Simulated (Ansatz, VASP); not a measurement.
# One calculation of Cl, two programs

The input INCAR:

```
SYSTEM = Cl
  PREC = Accurate
  ENCUT = 520
  EDIFF = 1E-6
  ISMEAR = -4
  SIGMA = 0.1
  LREAL = .FALSE.
  LASPH = .TRUE.
  NELM = 150
  ALGO = Normal
  ISIF = 2
  LWAVE = .FALSE.
  LCHARG = .TRUE.
  ISPIN = 2
  MAGMOM = 0.44 0.44
  LORBIT = 11
  GGA = CA
  LELF = .TRUE.
  LVHAR = .TRUE.
  NBANDS = 18
```

KPOINTS

```
Automatic mesh
0
G
  11 11 11
  0 0 0
```

POSCAR

```
Cl
1.0
    0.0000000000      3.0935300979      3.0935300979
    3.0935300979      0.0000000000      3.0935300979
    3.0935300979      3.0935300979      0.0000000000
Cl
2
Direct
   -0.1250000000     -0.1250000000     -0.1250000000
    0.1250000000      0.1250000000      0.1250000000
```

Input for Ansatz:

```yaml
crystal:
  lattice:
    - [0.0, 3.0935300979, 3.0935300979]
    - [3.0935300979, 0.0, 3.0935300979]
    - [3.0935300979, 3.0935300979, 0.0]
  atoms:
    - { symbol: Cl, position: [-0.125, -0.125, -0.125] }
    - { symbol: Cl, position: [0.125, 0.125, 0.125] }
kpoints:
  mp_grid: { grid: [11, 11, 11] }
  band_path:
    path:
      - [0.0, 0.0, 0.0]
      - [0.5, 0.0, 0.5]
      - [0.625, 0.25, 0.625]
      - [0.375, 0.375, 0.75]
      - [0.0, 0.0, 0.0]
      - [0.5, 0.5, 0.5]
      - [0.5, 0.25, 0.75]
      - [0.5, 0.0, 0.5]
    npoints: 14
scf:
  occupations: { method: tetrahedron_uncorrected }
hamiltonian:
  xc: lda
  pseudopotentials: { kind: all_electron, lapw: { basis_error: 0.001 } }
output:
  forces: true
  stress: true
  eigenvalues: true
  populations: true
magnetization:
  spin_polarized: true
```

Alike in both runs: task single point; functional LDA; k mesh 11 × 11 × 11; collinear spin.

|  | VASP | Ansatz |
| --- | --- | --- |
| version | VASP 6.6.1 | Ansatz 0.2.0 |
| potentials or method | VASP PAW LDA potentials, release 64 (Cl), cutoff 520 eV | all-electron LAPW, scalar-relativistic |
| occupations | tetrahedron | tetrahedron-uncorrected |

VASP gave:

* gap on the k mesh at the Fermi level (eV): none
* pressure (GPa): -0.1
* net moment per atom (μB): 0.09
* size of the moment on the site where the two differ most (μB): 0.07

Which values does Ansatz return?

gap on the k mesh at the Fermi level (eV): none; pressure (GPa): 0.3; net moment per atom (μB): 0.43; size of the moment on the site where the two differ most (μB): 0.40.

The net moments are unlike, so the other rows may belong to different states. LDA's correlation is that of Perdew and Zunger in VASP and of Perdew and Wang (1992) in Ansatz. Site moments also hang on the region over which each program counts them. A gap of «none» marks a metal or a gap that the smearing closes. Ansatz ran all-electron here, and VASP with PAW potentials. Ansatz's warnings: band table not solved further, no starting moments.
